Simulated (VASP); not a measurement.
A run of VASP 6.6.1 is set up as follows.

POSCAR

```
Pb
1.0
    3.1228813250      0.0000000000      0.0000000000
    0.0000000000      3.1228813250      0.0000000000
    0.0000000000      0.0000000000      3.1228813250
Pb
1
Direct
    0.0000000000      0.0000000000      0.0000000000
```

The input INCAR.step1:

```
ALGO = Normal
EDIFF = 1E-4
ENCUT = 520
GGA = PE
ISMEAR = -1
LASPH = True
LCHARG = False
LREAL = False
LWAVE = True
NBANDS = 13
NELM = 60
PREC = Accurate
SIGMA = 0.1
```

Contents of INCAR.step2:

```
ALGO = Normal
EDIFF = 1E-6
ENCUT = 520
ISIF = 2
ISMEAR = -1
ISTART = 1
LASPH = True
LCHARG = False
LMIXTAU = True
LREAL = False
LWAVE = False
METAGGA = R2SCAN
NBANDS = 13
NELM = 60
PREC = Accurate
SIGMA = 0.1
```

The input KPOINTS:

```
k-points
0
Gamma
  11 11 11
```

Potentials or basis: VASP PAW PBE potentials, release 64 (Pb_d).

The run is started by

```bash
$ cat potpaw_PBE.64/Pb_d/POTCAR > POTCAR
$ cp INCAR.step1 INCAR
$ mpirun -np 1 vasp_std > vasp.out
$ cp INCAR.step2 INCAR
$ mpirun -np 1 vasp_std > vasp.out
```

(1) Predict the band gap on the k mesh.

(2) Predict the pressure.

## Answers

(1) zero (band 7 reaches 12.48 eV, above the bottom of band 8 at 4.92 eV).

(2) 4.5 GPa.

Caveat: the PAW data sets were made with another functional, which shifts forces and pressure a little; spin-orbit coupling is left out, which moves the levels of the heavy elements.
